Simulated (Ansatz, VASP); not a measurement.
## One calculation of LiF, two programs

POSCAR

```
LiF
1.0
    2.5162584446      0.0000000000      0.0000000000
    0.0000000000      2.5162584446      0.0000000000
    0.0000000000      0.0000000000      2.5162584446
Li F
1 1
Direct
    0.0000000000      0.0000000000      0.0000000000
    0.5000000000      0.5000000000      0.5000000000
```

INCAR.step1

```
SYSTEM = LiF
PREC = Accurate
ENCUT = 520
ISMEAR = 0
SIGMA = 0.01
LREAL = .FALSE.
LASPH = .TRUE.
NELM = 80
NBANDS = 12
GGA = PE
ALGO = Normal
EDIFF = 1E-4
LWAVE = .TRUE.
LCHARG = .FALSE.
```

Contents of INCAR.step2:

```
SYSTEM = LiF
PREC = Accurate
ENCUT = 520
EDIFF = 1E-7
ISMEAR = 0
SIGMA = 0.01
LREAL = .FALSE.
LASPH = .TRUE.
NELM = 80
ALGO = Normal
ISIF = 2
LWAVE = .FALSE.
LCHARG = .TRUE.
METAGGA = R2SCAN
LMIXTAU = .TRUE.
LELF = .TRUE.
LVHAR = .TRUE.
NBANDS = 12
ISTART = 1
```

The input KPOINTS:

```
Automatic mesh
0
G
  10 10 10
  0 0 0
```

Input for Ansatz:

```yaml
crystal:
  lattice:
    - [2.5162584446, 0.0, 0.0]
    - [0.0, 2.5162584446, 0.0]
    - [0.0, 0.0, 2.5162584446]
  atoms:
    - { symbol: Li, position: [0.0, 0.0, 0.0] }
    - { symbol: F, position: [0.5, 0.5, 0.5] }
kpoints:
  mp_grid: { grid: [10, 10, 10] }
  band_path:
    path:
      - [0.0, 0.0, 0.0]
      - [0.0, 0.5, 0.0]
      - [0.5, 0.5, 0.0]
      - [0.5, 0.5, 0.5]
      - [0.0, 0.5, 0.5]
    npoints: 1
hamiltonian:
  xc: r2scan
scf:
  occupations: { method: fixed }
  n_extra_bands: 4
output:
  forces: true
  stress: true
  eigenvalues: true
```

Alike in both runs: task single point; functional r2SCAN; k mesh 10 × 10 × 10; no spin polarisation.

```csv
,VASP,Ansatz
version,VASP 6.6.1,Ansatz 0.2.0
potentials or method,"VASP PAW PBE potentials, release 64 (Li_sv, F)","plane waves, PAW"
plane-wave cutoff (eV),520,500
occupations,"gaussian, width 0.01 eV",fixed
valence electrons in the cell,10,10
```

|  | VASP | Ansatz | Ansatz less VASP |
| --- | --- | --- | --- |
| gap on the k mesh at the Fermi level (eV) | 9.12 | 8.91 | -0.208 |

VASP's potentials were made for PBE, not for r2SCAN.

Noted on VASP's run: the cutoff is short for stress, so the pressure is rough.
